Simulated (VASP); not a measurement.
# Bi (C2/m) in VASP: a series of runs, part 2 of 2

VASP 6.6.1.

## Step 6: Single point, HSE06

This run uses another cell than the first one, of 34.03 Å³/atom.

POSCAR reads:

```
Bi
1.0
    3.4885980000     -3.1325780000      0.0000000000
    3.4885980000      3.1325780000      0.0000000000
   -1.2602350000      0.0000000000      3.1135500000
Bi
2
Direct
    0.7530610000      0.7530610000      0.8573820000
    0.2469390000      0.2469390000      0.1426180000
```

INCAR.step1 reads:

```
PREC = Accurate
ENCUT = 520
EDIFF = 1E-5
ISMEAR = -1
SIGMA = 0.05
LREAL = False
LASPH = True
NELM = 100
ALGO = Normal
ISIF = 2
LWAVE = True
LCHARG = False
NBANDS = 22
GGA = PE
```

INCAR.step2 reads:

```
PREC = Accurate
ENCUT = 520
EDIFF = 1E-6
ISMEAR = -1
SIGMA = 0.05
LREAL = False
LASPH = True
NELM = 100
ALGO = Normal
ISIF = 2
LWAVE = False
LCHARG = False
GGA = PE
LHFCALC = True
HFSCREEN = 0.2079
PRECFOCK = Normal
NBANDS = 22
ISTART = 1
```

KPOINTS reads:

```
regular mesh
0
Gamma
  3 3 5
```

Potentials or basis: VASP PAW PBE potentials, release 64 (Bi_d).

Command:

```console
$ cat potpaw_PBE.64/Bi_d/POTCAR > POTCAR
$ cp INCAR.step1 INCAR
$ mpirun -np 1 vasp_std > vasp.out
$ cp INCAR.step2 INCAR
$ mpirun -np 1 vasp_std > vasp.out
```

OUTCAR:

```text
PREC = Accurate
   ENCUT = 520
   EDIFF = 1E-6
   ISMEAR = -1
   LREAL = False
   LASPH = True
   NELM = 100
   ISIF = 2
   GGA = PE
   LHFCALC = True
   HFSCREEN = 0.2079
   PRECFOCK = Normal
   ISTART = 1

 ion  position               nearest neighbor table
   1  0.753  0.753  0.857-   2 3.21   2 3.28   2 3.28   2 3.45
   2  0.247  0.247  0.143-   1 3.21   1 3.28   1 3.28   1 3.45

  LATTYP: Found a base centered monoclinic cell.
 ALAT       =     6.9771960000
 B/A-ratio  =     0.8979475423
 C/A-ratio  =     0.4814149259
 COS(beta)  =    -0.3751898342

  Lattice vectors:

 A1 = (   3.4885980000,  -3.1325780000,   0.0000000000)
 A2 = (   3.4885980000,   3.1325780000,   0.0000000000)
 A3 = (  -1.2602350000,   0.0000000000,   3.1135500000)

Analysis of symmetry for initial positions (statically):
=====================================================================
 Subroutine PRICEL returns:
 Original cell was already a primitive cell.

 Routine SETGRP: Setting up the symmetry group for a
 base centered monoclinic supercell.
[... 159 lines left out ...]
  ext. energy  EPLUGINS =         0.00000000
  ---------------------------------------------------
  free energy    TOTEN  =        -8.91918769 eV

  energy without entropy =       -8.91167167  energy(sigma->0) =       -8.91542968

 E-fermi :   6.6390     XC(G=0):  -8.1521

 val. band max:        6.5795822027   @ k =   0.0000   0.0000   0.2000
 cond. band min:       6.8249985875   @ k =   0.3333   0.0000   0.2000
 fundamental gap:      0.2454163848
 Fermi energy:         6.6389888505

 k-point     1 :       0.0000    0.0000    0.0000
  band No.  band energies     occupation
      1     -18.4934      2.00000
      2     -18.4662      2.00000
      3     -18.4218      2.00000
      4     -18.3892      2.00000
      5     -18.3041      2.00000
      6     -18.2782      2.00000
[... 389 lines left out ...]
     21      15.4526      0.00000
     22      17.4298      0.00000

------------------------ aborting loop because EDIFF is reached ----------------------------------------

  FORCE on cell =-STRESS in cart. coord.  units (eV):
  Direction    XX          YY          ZZ          XY          YZ          ZX
  --------------------------------------------------------------------------------------
  -------------------------------------------------------------------------------------
  Total       -1.2852893     -1.0789163     -0.0815167      0.0000000      0.0000000     -0.8947040
  in kB      -30.2602716    -25.4015189     -1.9191926      0.0000000      0.0000000    -21.0645079
  external PRESSURE =     -19.1936610 kB  Pullay stress =       0.0000000 kB

 VOLUME and BASIS-vectors are now :
 -----------------------------------------------------------------------------
  energy-cutoff  :      520.00
  volume of cell :       68.05
      direct lattice vectors                 reciprocal lattice vectors
     3.488598000 -3.132578000  0.000000000     0.143324052 -0.159612945  0.058011590
     3.488598000  3.132578000  0.000000000     0.143324052  0.159612945  0.058011590
    -1.260235000  0.000000000  3.113550000     0.000000000  0.000000000  0.321176792

 POSITION                                       TOTAL-FORCE (eV/Angst)
 -----------------------------------------------------------------------------------
      4.17375      0.00000      2.66950         0.303575      0.000000      0.245859
      1.54321      0.00000      0.44405        -0.303575      0.000000     -0.245859
 -----------------------------------------------------------------------------------
    total drift:                               -0.000000     -0.000000      0.000000

  FREE ENERGIE OF THE ION-ELECTRON SYSTEM (eV)
  ---------------------------------------------------
  free  energy   TOTEN  =        -8.9191876900 eV

  energy  without entropy=       -8.9116716710  energy(sigma->0) =       -8.91542968
```

OUTCAR.step1:

```text
PREC = Accurate
   ENCUT = 520
   EDIFF = 1E-5
   ISMEAR = -1
   LREAL = False
[... 613 lines left out ...]
      4.17375      0.00000      2.66950         0.198711      0.000000      0.167833
      1.54321      0.00000      0.44405        -0.198711      0.000000     -0.167833
 -----------------------------------------------------------------------------------
    total drift:                               -0.000000      0.000000      0.000000

  FREE ENERGIE OF THE ION-ELECTRON SYSTEM (eV)
  ---------------------------------------------------
  free  energy   TOTEN  =        -7.6085015168 eV

  energy  without entropy=       -7.5990867435  energy(sigma->0) =       -7.60379413
```

OSZICAR.step1:

```text
N       E                     dE             d eps       ncg     rms          rms(c)
DAV:   1     0.302300143790E+03    0.30230E+03   -0.16216E+04   704   0.165E+03
DAV:   2     0.170513390871E+02   -0.28525E+03   -0.27816E+03   716   0.436E+02
DAV:   3    -0.678132209391E+01   -0.23833E+02   -0.23615E+02   860   0.139E+02
DAV:   4    -0.757866642638E+01   -0.79734E+00   -0.79709E+00   862   0.280E+01
DAV:   5    -0.761197587456E+01   -0.33309E-01   -0.33309E-01  1004   0.514E+00    0.755E-01
DAV:   6    -0.760772784260E+01    0.42480E-02   -0.19243E-02   946   0.156E+00    0.455E-01
DAV:   7    -0.760827169804E+01   -0.54386E-03   -0.11572E-02   854   0.115E+00    0.124E-01
DAV:   8    -0.760849372732E+01   -0.22203E-03   -0.12262E-03   824   0.385E-01    0.173E-02
DAV:   9    -0.760850452174E+01   -0.10794E-04   -0.50034E-05   828   0.619E-02    0.818E-03
DAV:  10    -0.760850151680E+01    0.30049E-05   -0.38908E-06   496   0.216E-02
   1 F= -.76085015E+01 E0= -.76037941E+01  d E =-.941477E-02
```

It took 32 min on 1 thread of Intel Xeon Platinum 8259CL at 2.50GHz (Skylake/Cascade Lake), shared host; peak memory 0.29 GiB.

Results:

* Free energy: -8.9192 eV
* Pressure: -1.9 GPa
* Largest force: 0.391 eV/Å
* Band gap on the k mesh: zero (bands 15 and 16 overlap by 4.26 eV)

Forces in eV/Å, atoms in the order of the input:
```
Bi   0.304  0.000  0.246
Bi  -0.304  0.000 -0.246
```

Caveat: the k points lie up to 0.47 Å⁻¹ apart, too coarse for converged energies and pressures of a metal; the PAW data sets were made with another functional, which shifts forces and pressure a little; spin-orbit coupling is left out, which moves the levels of the heavy elements.

## Step 7: Summary

| level | cell | k mesh | grid for exact exchange (PRECFOCK) | share of exact exchange | screening parameter | gap on the mesh (eV) | pressure (GPa) | largest force (eV/Å) |
| --- | --- | --- | --- | --- | --- | --- | --- | --- |
| PBE-based screened hybrid with 25 % exact exchange | a = 4.654, b = 4.654, c = 3.438 Å, angles 108.6, 108.6, 83.3°, 2 atoms, atomic positions A | 3 × 3 × 5 | Normal | 0.25 | 0.3 1/Å | none | 0.0 | 0.01 |
| r2SCAN | a = 4.750, b = 4.750, c = 3.403 Å, angles 106.2, 106.2, 83.8°, 2 atoms, atomic positions B | 6 × 6 × 9 | - | - | - | none | -2.6 | 0.20 |
| r2SCAN | a = 4.781, b = 4.781, c = 3.425 Å, angles 106.2, 106.2, 83.8°, 2 atoms, atomic positions B | 6 × 6 × 9 | - | - | - | none | -3.3 | 0.22 |
| PBE0 | a = 4.647, b = 4.647, c = 3.432 Å, angles 108.7, 108.7, 83.2°, 2 atoms, atomic positions A | 3 × 3 × 5 | Normal | 0.25 | - | none | -0.2 | 0.02 |
| HSE06 | a = 4.689, b = 4.689, c = 3.359 Å, angles 106.2, 106.2, 83.8°, 2 atoms, atomic positions B | 3 × 3 × 5 | Normal | 0.25 | 0.2079 1/Å | none | -1.9 | 0.39 |

Alike in all rows: task single point; potentials or basis VASP PAW PBE potentials, release 64 (Bi_d); no spin polarisation; cutoff (eV) 520; smearing fermi-dirac 0.05 eV.

Caveats: some runs use coarse meshes; the PAW data sets were made with another functional, which shifts forces and pressure a little; spin-orbit coupling is left out, which moves the levels of the heavy elements; the cell stands under tension (at least some runs).

Absolute energies hang on the potentials; compare differences alone.
